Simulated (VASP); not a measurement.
A run of VASP 6.6.1:

The input INCAR:

```
PREC = Accurate
ENCUT = 520
EDIFF = 1E-8
ISMEAR = -1
SIGMA = 0.02
LREAL = Auto
LASPH = True
NELM = 60
ALGO = Normal
ISIF = 2
LWAVE = False
LCHARG = False
GGA = PE
LEFG = True
NBANDS = 82
```

The input KPOINTS:

```
regular mesh
0
Gamma
  5 3 3
```

POSCAR

```
SiO2
1.0
    4.9580069400      0.0000000000      0.0000000000
    0.0000000000      8.7413227800      0.0000000000
    0.0000000000      0.0000000000      8.6786427400
Si O
8 16
Direct
    0.9337143700      0.1740547800      0.1812569300
    0.0662856300      0.8259452200      0.1812569300
    0.4337143700      0.3259452200      0.3187430700
    0.9337143700      0.1740547800      0.8187430700
    0.0662856300      0.8259452200      0.8187430700
    0.4337143700      0.3259452200      0.6812569300
    0.5662856300      0.6740547800      0.3187430700
    0.5662856300      0.6740547800      0.6812569300
    0.0135512900      0.8012656000      0.0000000000
    0.5000000000      0.5000000000      0.2715662200
    0.5135512900      0.6987344000      0.5000000000
    0.9864487100      0.1987344000      0.0000000000
    0.1231752200      0.2889473600      0.7216060400
    0.8768247800      0.7110526400      0.7216060400
    0.0000000000      0.0000000000      0.7715662200
    0.6231752200      0.2110526400      0.2216060400
    0.3768247800      0.7889473600      0.2216060400
    0.5000000000      0.5000000000      0.7284337800
    0.3768247800      0.7889473600      0.7783939600
    0.1231752200      0.2889473600      0.2783939600
    0.6231752200      0.2110526400      0.7783939600
    0.4864487100      0.3012656000      0.5000000000
    0.0000000000      0.0000000000      0.2284337800
    0.8768247800      0.7110526400      0.2783939600
```

Potentials or basis: VASP PAW PBE potentials, release 64 (Si, O).

Run with:

```sh
$ cat potpaw_PBE.64/Si/POTCAR potpaw_PBE.64/O/POTCAR > POTCAR
$ mpirun -np 1 vasp_std > vasp.out
```

Hardware: 1 thread of Intel(R) Xeon(R) Platinum 8259CL CPU @ 2.50GHz (Skylake/Cascade Lake) (shared host).

Q: How long does it take, and how much memory?

A: Wall time 12 min on 1 thread of Intel(R) Xeon(R) Platinum 8259CL CPU @ 2.50GHz (Skylake/Cascade Lake), with other jobs on the host, peak memory 0.55 GiB. Counts: scf iterations 18, k points 12.
